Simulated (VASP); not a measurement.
TePb, 2 atoms in the cell. Symmetry: Fm-3m, No. 225, cubic system. Conventional cell: a = 6.536 Å, b = 6.536 Å, c = 6.536 Å, α = 90.00°, β = 90.00°, γ = 90.00°. Within 4.3 Å of Pb (site symmetry m-3m) lie 6 Te at 3.27 Å. Within 4.3 Å of Te (site symmetry m-3m) lie 6 Pb at 3.27 Å. 

* Program: VASP 6.6.1
* Task: single point
* Functional: PBE
* Potentials or basis: VASP PAW PBE potentials, release 64 (Pb_d, Te)
* Cutoff: 520 eV
* k mesh: 4 × 4 × 4
* Occupations: gaussian, width 0.01 eV
* Spin: no spin polarisation
* Dipole correction: no
* Further INCAR settings: ALGO = Normal; EDIFF = 1e-06; NBANDS = 17

Potentials or basis: VASP PAW PBE potentials, release 64 (Pb_d, Te).

Launch:

```console
$ cat potpaw_PBE.64/Pb_d/POTCAR potpaw_PBE.64/Te/POTCAR > POTCAR
$ mpirun -np 1 vasp_std > vasp.out
```

Hardware: 1 thread of Intel(R) Xeon(R) 6975P-C (Granite Rapids), with other jobs on the host.

Question: How long does it take, and how much memory?

Answer: It took 5.7 s on 1 thread of Intel(R) Xeon(R) 6975P-C (Granite Rapids), on a shared host, peak memory 0.2 GiB. Counts: scf iterations 12, k points 8.
